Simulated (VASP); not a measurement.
Wanted: the native input for a VASP 6.6.1 run.

| Property | Result |
| --- | --- |
| Task | density of states |
| Functional | PBE |
| Potentials or basis | VASP PAW PBE potentials, release 64 (Nb_sv) |
| Cutoff | 520 eV |
| k mesh | 16 × 16 × 16 |
| Occupations | fermi-dirac, width 0.1 eV |
| Spin | no spin polarisation |
| Dipole correction | no |
| k mesh for the DOS | 24 × 24 × 24 |
| Occupations for the DOS | tetrahedron |
| Further INCAR settings | ALGO = Normal; EDIFF = 1e-07; NBANDS = 12 |

Nb:

```
CELL_PARAMETERS angstrom
2.05447 0.00000 0.00000
0.00000 2.05447 0.00000
0.00000 0.00000 2.05447
ATOMIC_POSITIONS crystal
Nb 0.00000 0.00000 0.00000
```

This cell differs from its parent crystal: volume scaled by 0.43.

One way to write it, as run:

POSCAR

```
Nb
1.0
    2.0544737013      0.0000000000      0.0000000000
    0.0000000000      2.0544737013      0.0000000000
    0.0000000000      0.0000000000      2.0544737013
Nb
1
Direct
    0.0000000000      0.0000000000      0.0000000000
```

INCAR.step1

```
PREC     = Accurate       # precision mode
ENCUT    = 520            # plane-wave cutoff, eV
EDIFF    = 1E-7           # SCF threshold, eV
ISMEAR   = -1             # smearing method
SIGMA    = 0.1            # smearing width, eV
LREAL    = F              # projectors in reciprocal space
LASPH    = T              # aspherical terms in the spheres
NELM     = 100            # most SCF steps
ALGO     = Normal         # electronic algorithm
ISIF     = 2              # what is computed and relaxed
LWAVE    = F              # write WAVECAR
LCHARG   = T              # write CHGCAR
LMAXMIX  = 4              # l up to which the mixer works
GGA      = PE             # functional
NBANDS   = 12             # bands
```

KPOINTS.step1

```
regular mesh
0
Gamma
  16 16 16
```

INCAR.step2

```
PREC     = Accurate       # precision mode
ENCUT    = 520            # plane-wave cutoff, eV
EDIFF    = 1E-7           # SCF threshold, eV
ISMEAR   = -5             # smearing method
SIGMA    = 0.1            # smearing width, eV
LREAL    = F              # projectors in reciprocal space
LASPH    = T              # aspherical terms in the spheres
NELM     = 100            # most SCF steps
ALGO     = Normal         # electronic algorithm
ISIF     = 2              # what is computed and relaxed
LWAVE    = F              # write WAVECAR
LCHARG   = F              # write CHGCAR
LMAXMIX  = 4              # l up to which the mixer works
GGA      = PE             # functional
LORBIT   = 11             # projections on sites
NBANDS   = 12             # bands
NEDOS    = 1001           # points of the DOS
ICHARG   = 11             # starting density
```

KPOINTS.step2

```
regular mesh
0
Gamma
  24 24 24
```

Potentials or basis: VASP PAW PBE potentials, release 64 (Nb_sv).

Launch:

```sh
$ cat potpaw_PBE.64/Nb_sv/POTCAR > POTCAR
$ cp INCAR.step1 INCAR
$ cp KPOINTS.step1 KPOINTS
$ mpirun -np 1 vasp_std > vasp.out
$ cp INCAR.step2 INCAR
$ cp KPOINTS.step2 KPOINTS
$ mpirun -np 1 vasp_std > vasp.out
```

Wall time 27 s on 1 thread of Intel(R) Xeon(R) Platinum 8259CL CPU @ 2.50GHz (Skylake/Cascade Lake) (shared host), peak memory 0.16 GiB.
